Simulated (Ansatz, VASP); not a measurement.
# MgCuGe: VASP beside Ansatz

INCAR

```
AGGAC = 1.0 ; AGGAX = 1.0
ALDAC = 0.0 ; ALDAX = 1.0
ALGO = Normal ; EDIFF = 1E-7
ENCUT = 520 ; GGA = B5
ISIF = 2 ; ISMEAR = -1
LASPH = T ; LCHARG = T
LELF = T ; LREAL = F
LVHAR = T ; LWAVE = F
NBANDS = 36 ; NELM = 100
PREC = Accurate ; SIGMA = 0.15
```

KPOINTS

```
k-points
0
Gamma
  6 6 4
```

POSCAR

```
MgCuGe
1.0
    4.0053020000      0.0000000000      0.0000000000
    0.0000000000      4.0053020000      0.0000000000
    0.0000000000      0.0000000000      6.3947530000
Mg Cu Ge
2 2 2
Direct
    0.0000000000      0.0000000000      0.0000000000
    0.5000000000      0.5000000000      0.0000000000
    0.0000000000      0.5000000000      0.2980420000
    0.5000000000      0.0000000000      0.7019580000
    0.0000000000      0.5000000000      0.6779820000
    0.5000000000      0.0000000000      0.3220180000
```

Input for Ansatz:

```yaml
crystal:
  lattice:
    - [4.005302, 0.0, 0.0]
    - [0.0, 4.005302, 0.0]
    - [0.0, 0.0, 6.394753]
  atoms:
    - { symbol: Mg, position: [0.0, 0.0, 0.0] }
    - { symbol: Mg, position: [0.5, 0.5, 0.0] }
    - { symbol: Cu, position: [0.0, 0.5, 0.298042] }
    - { symbol: Cu, position: [0.5, 0.0, 0.701958] }
    - { symbol: Ge, position: [0.0, 0.5, 0.677982] }
    - { symbol: Ge, position: [0.5, 0.0, 0.322018] }
kpoints:
  mp_grid:
    grid: [6, 6, 4]
hamiltonian:
  xc: blyp
  pseudopotentials:
    kind: paw
scf:
  occupations:
    method: fermi_dirac
    width: 0.15
output:
  forces: true
  stress: true
```

Alike in both runs: task single point; functional BLYP; k mesh 6 × 6 × 4; occupations fermi-dirac, width 0.15 eV; no spin polarisation.

```csv
,VASP,Ansatz
version,VASP 6.6.1,Ansatz 0.2.0
potentials or method,"VASP PAW PBE potentials, release 64 (Mg, Cu, Ge_d)","plane waves, PAW"
plane-wave cutoff (eV),520,420
valence electrons in the cell,54,86
```

|  | VASP | Ansatz | Ansatz less VASP |
| --- | --- | --- | --- |
| pressure (GPa) | 4.3 | 4.1 | -0.15 |
| traceless stress, the component that is largest in VASP (GPa) | -1.14 | -1.20 | -0.065 |
| rms of the force components (eV/Å) | 0.058 | 0.051 | -0.0075 |

VASP's potentials were made for PBE, not for BLYP. Atom by atom the forces differ by 0.015 eV/Å (rms over components). With one functional, cell and mesh, what is left measures potentials, basis and numerics. VASP's potentials hold 54 valence electrons a cell and Ansatz's 86, so a difference there can come from the potentials and not from the codes.
